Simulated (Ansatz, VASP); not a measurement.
# Two plane-wave programs on AgI

File INCAR:

```
SYSTEM = AgI
PREC     = Accurate       ! precision mode
ENCUT    = 500            ! plane-wave cutoff, eV
EDIFF    = 1E-6           ! SCF threshold, eV
ISMEAR   = 0              ! smearing method
SIGMA    = 0.02           ! smearing width, eV
LREAL    = .FALSE.        ! projectors in reciprocal space
LASPH    = .TRUE.         ! aspherical terms in the spheres
NELM     = 120            ! most SCF steps
ALGO     = Normal         ! electronic algorithm
ISIF     = 2              ! what is computed and relaxed
LWAVE    = .FALSE.        ! write WAVECAR
LCHARG   = .TRUE.         ! write CHGCAR
GGA      = PE             ! functional
LELF     = .TRUE.         ! ELF
LVHAR    = .TRUE.       
NBANDS   = 26             ! bands
GGA_COMPAT= .FALSE.
```

Contents of KPOINTS:

```
regular mesh
0
G
  6 6 4
  0 0 0
```

POSCAR

```
AgI
1.0
    4.8971696966      0.0000000000      0.0000000000
   -2.4485848483      4.2410733639      0.0000000000
    0.0000000000      0.0000000000      7.3208891302
Ag I
2 2
Direct
    0.3333333333      0.6666666667     -0.0084578572
    0.6666666667      0.3333333333      0.4915421428
    0.3333333333      0.6666666667      0.3883578572
    0.6666666667      0.3333333333      0.8883578572
```

Input for Ansatz:

```yaml
crystal:
  lattice:
    - [4.8971696966, 0.0, 0.0]
    - [-2.4485848483, 4.2410733639, 0.0]
    - [0.0, 0.0, 7.3208891302]
  atoms:
    - { symbol: Ag, position: [0.3333333333, 0.6666666667, -0.0084578572] }
    - { symbol: Ag, position: [0.6666666667, 0.3333333333, 0.4915421428] }
    - { symbol: I, position: [0.3333333333, 0.6666666667, 0.3883578572] }
    - { symbol: I, position: [0.6666666667, 0.3333333333, 0.8883578572] }
basis:
  ecutwfc: 420
kpoints:
  mp_grid: { grid: [6, 6, 4] }
  band_path: { path: [VBM, CBM], npoints: 2 }
hamiltonian:
  xc: pbe
scf:
  occupations: { method: gaussian, width: 0.02 }
output:
  forces: true
  stress: true
  eigenvalues: true
checkpoint:
  read: start.run
  write: ck
  compress: false
  write_wavefunctions: false
  write_every: 100000
```

Alike in both runs: task single point; functional PBE; k mesh 6 × 6 × 4; occupations gaussian, width 0.02 eV; no spin polarisation.

|  | VASP | Ansatz |
| --- | --- | --- |
| version | VASP 6.6.1 | Ansatz 0.2.0 |
| potentials or method | VASP PAW PBE potentials, release 64 (Ag, I), cutoff 500 eV | scalar-relativistic, plane waves, PAW |
| valence electrons in the cell | 36 | 72 |

Ansatz gave:

| Property | Result |
| --- | --- |
| gap on the k mesh at the Fermi level (eV) | 1.41 |
| least direct gap on the mesh (eV) | 1.41 |
| pressure (GPa) | -1.1 |
| traceless stress, the component that is largest in VASP (GPa) | 1.05 |

Task: Estimate VASP's values.

Result: gap on the k mesh at the Fermi level (eV): 1.41; least direct gap on the mesh (eV): 1.41; pressure (GPa): -1.2; traceless stress, the component that is largest in VASP (GPa): 1.05.

With one functional, cell and mesh, what is left measures potentials, basis and numerics. VASP's potentials hold 36 valence electrons a cell and Ansatz's 72, so a difference there can come from the potentials and not from the codes.

Spin-orbit coupling is off throughout.
